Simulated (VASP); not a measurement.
SnO2, 3 atoms in the cell. Symmetry: Fm-3m, No. 225, cubic system. Conventional cell: a = 5.296 Å, b = 5.296 Å, c = 5.296 Å, α = 90.00°, β = 90.00°, γ = 90.00°. Within 3.0 Å of Sn (site symmetry m-3m) lie 8 O at 2.29 Å. Within 3.0 Å of O (site symmetry -43m) lie 4 Sn at 2.29 Å and 6 O at 2.65 Å.  This cell differs from its parent crystal: strained.

```yaml
Program: VASP 6.6.1
Task: single point
Functional: PBE
Potentials_or_basis: VASP PAW PBE potentials, release 64 (Sn_d, O)
Cutoff: 520 eV
k_mesh: 14 × 14 × 14
Occupations: gaussian, width 0.1 eV
Spin: no spin polarisation
Dipole_correction: no
Further_INCAR_settings: ALGO = Normal; EDIFF = 1e-06; NBANDS = 20
```

Potentials or basis: VASP PAW PBE potentials, release 64 (Sn_d, O).

Run with:

```bash
$ cat potpaw_PBE.64/Sn_d/POTCAR potpaw_PBE.64/O/POTCAR > POTCAR
$ mpirun -np 1 vasp_std > vasp.out
```

Hardware: 1 thread of AMD EPYC 7R13 Processor (Zen 3) (shared host).

Question: How long does it take, and how much memory?

Answer: It took 48 s on 1 thread of AMD EPYC 7R13 Processor (Zen 3) (shared host), peak memory 0.18 GiB. Counts: scf iterations 13, k points 104.
